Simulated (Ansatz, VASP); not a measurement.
## TaN: VASP beside Ansatz

Contents of INCAR:

```
PREC = Accurate ; ENCUT = 520
EDIFF = 1E-6 ; ISMEAR = -1
SIGMA = 0.05 ; LREAL = F
LASPH = T ; NELM = 80
ALGO = Normal ; ISIF = 2
LWAVE = F ; LCHARG = F
GGA = PE ; NBANDS = 15
```

The input KPOINTS:

```
Automatic mesh
0
Gamma
  9 9 9
```

Contents of POSCAR:

```
TaN
1.0
    0.0000000000      2.2555494600      2.2113230000
    2.2555494600      0.0000000000      2.2113230000
    2.2555494600      2.2555494600      0.0000000000
Ta N
1 1
Direct
    0.5000000000      0.5000000000      0.5000000000
    0.0000000000      0.0000000000      0.0000000000
```

File input.yaml:

```yaml
crystal:
  lattice:
    - [0.0, 2.25554946, 2.211323]
    - [2.25554946, 0.0, 2.211323]
    - [2.25554946, 2.25554946, 0.0]
  atoms:
    - { symbol: Ta, position: [0.5, 0.5, 0.5] }
    - { symbol: "N", position: [0.0, 0.0, 0.0] }
hamiltonian:
  xc: pbe
  pseudopotentials: { kind: paw }
kpoints:
  mp_grid: { grid: [9, 9, 9] }
  band_path:
    path:
      - [[0.0, 0.0, 0.0], [0.0, 0.5, 0.5], [0.2601, 0.5, 0.7601], [0.38005, 0.38005, 0.7601], [0.0, 0.0, 0.0], [-0.5, -0.5, 0.0], [-0.38005, -0.38005, 0.2399], [0.0, 0.0, 0.5], [-0.25, 0.25, 0.5], [-0.5, -0.2601, 0.2399], [-0.5, -0.5, 0.0]]
      - [[0.0, 0.5, 0.5], [-0.25, 0.25, 0.5]]
    npoints: 14
scf:
  occupations: { method: fermi_dirac, width: 0.05 }
  n_extra_bands: 6
output:
  forces: true
  stress: true
  eigenvalues: true
  fatbands: false
```

Alike in both runs: functional PBE; k mesh 9 × 9 × 9; occupations fermi-dirac, width 0.05 eV; no spin polarisation.

|  | VASP | Ansatz |
| --- | --- | --- |
| version | VASP 6.6.1 | Ansatz 0.2.0 |
| potentials or method | VASP PAW PBE potentials, release 64 (Ta_pv, N) | Ansatz PAW |
| plane-wave cutoff (eV) | 520 | 420 |
| valence electrons in the cell | 16 | 18 |
| task | single point | band structure |

Ansatz gave:

- gap on the k mesh at the Fermi level (eV): none
- pressure (GPa): -12.7
- traceless stress, the component that is largest in VASP (GPa): 6.63

Question: What did VASP give for the same quantities?

Answer: gap on the k mesh at the Fermi level (eV): none; pressure (GPa): -12.1; traceless stress, the component that is largest in VASP (GPa): 6.65.

A gap of «none» marks a metal or a gap that the smearing closes. VASP's potentials hold 16 valence electrons a cell and Ansatz's 18, so a difference there can come from the potentials and not from the codes.

Spin-orbit coupling is off throughout.
